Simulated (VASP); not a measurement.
# Hf2Br (Fm-3m) in VASP: notebook, part 2 of 2

VASP 6.6.1.

## Step 3: Relaxation of cell and atoms, PBE

This run uses another cell than the first one, of 22.44 Å³/atom, 0.979 times its volume.

The input, INCAR:

```
  PREC = Accurate
  ENCUT = 600
  EDIFF = 1E-6
  ISMEAR = 0
  SIGMA = 0.1
  LREAL = F
  LASPH = T
  NELM = 60
  ALGO = Normal
  ISIF = 3
  LWAVE = F
  LCHARG = F
  GGA = PE
  IBRION = 2
  NSW = 100
  EDIFFG = -0.01
```

The input, KPOINTS:

```
Automatic mesh
0
Gamma
  12 12 12
```

The input, POSCAR:

```
Hf2Br
1.0
    0.0000000000      3.2289567428      3.2289567428
    3.2289567428      0.0000000000      3.2289567428
    3.2289567428      3.2289567428      0.0000000000
Hf Br
2 1
Direct
    0.2500000000      0.2500000000      0.2500000000
    0.7500000000      0.7500000000      0.7500000000
    0.0000000000      0.0000000000      0.0000000000
```

Potentials or basis: VASP PAW PBE potentials, release 64 (Hf_pv, Br).

Command:

```console
$ cat potpaw_PBE.64/Hf_pv/POTCAR potpaw_PBE.64/Br/POTCAR > POTCAR
$ mpirun -np 1 vasp_std > vasp.out
```

OUTCAR:

```text
PREC = Accurate
   ENCUT = 600
   EDIFF = 1E-6
   ISMEAR = 0
   LREAL = F
   LASPH = T
   NELM = 60
   ISIF = 3
   GGA = PE
   IBRION = 2
   NSW = 100
   EDIFFG = -0.01

 ion  position               nearest neighbor table
   1  0.250  0.250  0.250-   3 2.80   3 2.80   3 2.80   3 2.80   2 3.23   2 3.23   2 3.23   2 3.23
                             2 3.23   2 3.23
   2  0.750  0.750  0.750-   3 2.80   3 2.80   3 2.80   3 2.80   1 3.23   1 3.23   1 3.23   1 3.23
                             1 3.23   1 3.23
   3  0.000  0.000  0.000-   1 2.80   2 2.80   2 2.80   2 2.80   2 2.80   1 2.80   1 2.80   1 2.80

  LATTYP: Found a face centered cubic cell.
 ALAT       =     6.4579134856

  Lattice vectors:

 A1 = (   0.0000000000,   3.2289567428,   3.2289567428)
 A2 = (   3.2289567428,   0.0000000000,   3.2289567428)
 A3 = (   3.2289567428,   3.2289567428,   0.0000000000)

Analysis of symmetry for initial positions (statically):
=====================================================================
 Subroutine PRICEL returns:
 Original cell was already a primitive cell.

 Routine SETGRP: Setting up the symmetry group for a
 face centered cubic supercell.

 Subroutine GETGRP returns: Found 48 space group operations
 (whereof 48 operations were pure point group operations)
 out of a pool of 48 trial point group operations.

The static configuration has the point symmetry O_h .

Analysis of symmetry for dynamics (positions and initial velocities):
=====================================================================
 Subroutine PRICEL returns:
 Original cell was already a primitive cell.

 Routine SETGRP: Setting up the symmetry group for a
 face centered cubic supercell.

 Subroutine GETGRP returns: Found 48 space group operations
 (whereof 48 operations were pure point group operations)
 out of a pool of 48 trial point group operations.

The dynamic configuration has the point symmetry O_h .

 Subroutine INISYM returns: Found 48 space group operations
 (whereof 48 operations are pure point group operations),
[... 122 lines left out ...]
   LORBIT       =      0    0 simple, 1 ext, 2 COOP (PROOUT), +10 PAW based schemes
   GGA     = PE    functional components
   LHFCALC =     F    Hartree Fock is set to
   AEXX    =    0.0000 exact exchange contribution
   IVDW    =     0    specifies the selected vdW correction
   LEPSILON=     F    determine dielectric tensor
   LRPA    =     F    only Hartree local field effects (RPA)
 conjugate gradient relaxation of ions
 non-spin polarized calculation
 Gauss-broadening in eV      SIGMA  =   0.10
  energy-cutoff  :      600.00
  volume of cell :       67.33
 maximum number of plane-waves:      2272
   NGX = 19   NGY = 19   NGZ = 19

--------------------------------------- Ionic step        1  -------------------------------------------

 number of electron      27.0000001 magnetization

 Free energy of the ion-electron system (eV)
  ---------------------------------------------------
  ext. energy  EPLUGINS =         0.00000000
  ---------------------------------------------------
  free energy    TOTEN  =       -19.80629572 eV

  energy without entropy =      -19.79621774  energy(sigma->0) =      -19.80125673

------------------------ aborting loop because EDIFF is reached ----------------------------------------

  FORCE on cell =-STRESS in cart. coord.  units (eV):
  Direction    XX          YY          ZZ          XY          YZ          ZX
  --------------------------------------------------------------------------------------
  -------------------------------------------------------------------------------------
  Total        0.4995792      0.4995792      0.4995792     -0.0000000     -0.0000000      0.0000000
  in kB       11.8877119     11.8877119     11.8877119     -0.0000000     -0.0000000      0.0000000
  external PRESSURE =      11.8877119 kB  Pullay stress =       0.0000000 kB
[... 61 lines left out ...]
--------------------------------------- Ionic step        3  -------------------------------------------

 number of electron      27.0000001 magnetization

 Free energy of the ion-electron system (eV)
  ---------------------------------------------------
  ext. energy  EPLUGINS =         0.00000000
  ---------------------------------------------------
  free energy    TOTEN  =       -19.80984474 eV

  energy without entropy =      -19.80009704  energy(sigma->0) =      -19.80497089

 E-fermi :   5.6080     XC(G=0): -10.7446

 val. band max:        5.6011823980   @ k =   0.4167   0.1667   0.0833
 cond. band min:       5.6120564952   @ k =  -0.1667   0.2500   0.0833
 fundamental gap:      0.0108740973
 Fermi energy:         5.6079924872

 k-point     1 :       0.0000    0.0000    0.0000
  band No.  band energies     occupation
      1     -25.7274      2.00000
      2     -25.7274      2.00000
      3     -25.7273      2.00000
      4     -25.4647      2.00000
      5     -25.4647      2.00000
      6     -25.4647      2.00000
[... 457 lines left out ...]
      4     -25.5588      2.00000
      5     -25.5478      2.00000
      6     -25.4741      2.00000
[... 9 lines left out ...]
     16       6.8592      0.00000
     17       7.2376      0.00000

 [... further k-points ...]
[... 5 lines left out ...]
  --------------------------------------------------------------------------------------
  -------------------------------------------------------------------------------------
  Total        0.0010025      0.0010025      0.0010025      0.0000000     -0.0000000      0.0000000
  in kB        0.0235166      0.0235166      0.0235166      0.0000000     -0.0000000      0.0000000
  external PRESSURE =       0.0235166 kB  Pullay stress =       0.0000000 kB
[... 18 lines left out ...]
  FREE ENERGIE OF THE ION-ELECTRON SYSTEM (eV)
  ---------------------------------------------------
  free  energy   TOTEN  =       -19.8098447364 eV

  energy  without entropy=      -19.8000970440  energy(sigma->0) =      -19.80497089

 reached required accuracy - stopping structural energy minimisation
```

CONTCAR:

```text
Hf2Br
   1.00000000000000
    -0.0000000000000000    3.2443956179850044    3.2443956179850044
     3.2443956179850044    0.0000000000000000    3.2443956179850044
     3.2443956179850044    3.2443956179850044    0.0000000000000000
  Hf              Br
     2     1
Direct
     0.2500000000000000    0.2500000000000000    0.2500000000000000
     0.7500000000000000    0.7500000000000000    0.7500000000000000
     0.0000000000000000    0.0000000000000000    0.0000000000000000

  0.00000000E+00  0.00000000E+00  0.00000000E+00
  0.00000000E+00  0.00000000E+00  0.00000000E+00
  0.00000000E+00  0.00000000E+00  0.00000000E+00
```

It took 2.3 min on 1 thread of Oxide Virtual Turin-like, shared host; peak memory 0.25 GiB.

What came out:

```yaml
Free_energy: -19.8098 eV
Relaxed_volume: 22.77 Å³/atom
Relaxed_cell: a = 4.588 Å, b = 4.588 Å, c = 4.588 Å, α = 60.00°, β = 60.00°, γ = 60.00°
Space_group_after_relaxing_to_0.05_Å: Fm-3m (No. 225)
Energy_gained_by_relaxing: 1.2 meV/atom
Ionic_steps: 3
Pressure_after_relaxing: 0.0 GPa
```

The path:
```tsv
step	energy change (eV)	largest force (eV/Å)	pressure (GPa)	volume (Å³)
1	0.0000	0.0000	1.19	67.33
2	-0.0020	0.0000	-0.75	68.97
3	-0.0035	0.0000	0.00	68.30
```

Final structure:
```
CELL_PARAMETERS angstrom
0.00000 3.24440 3.24440
3.24440 0.00000 3.24440
3.24440 3.24440 0.00000
ATOMIC_POSITIONS crystal
Hf 0.25000 0.25000 0.25000
Hf 0.75000 0.75000 0.75000
Br 0.00000 0.00000 0.00000
```

Levels at points of the mesh, in eV from the Fermi level:
| k point | band 9 | band 10 | band 11 | band 12 | band 13 | band 14 | band 15 | band 16 | band 17 |
| --- | --- | --- | --- | --- | --- | --- | --- | --- | --- |
| (0.00, 0.00, 0.00) | -7.37 | -7.37 | -3.66 | -2.00 | -2.00 | 2.37 | 2.37 | 2.37 | 2.98 |
| (0.50, 0.00, 0.00) | -7.06 | -7.06 | -1.09 | -0.57 | -0.54 | -0.54 | 0.83 | 0.83 | 0.96 |
| (0.50, 0.50, 0.00) | -6.81 | -6.81 | -2.35 | -2.18 | -1.01 | 1.33 | 1.33 | 1.60 | 1.73 |

Caveat: spin-orbit coupling is left out, which moves the levels of the heavy elements; an odd number of electrons without spin polarisation forces a metal; a magnetic or distorted state may lie lower.
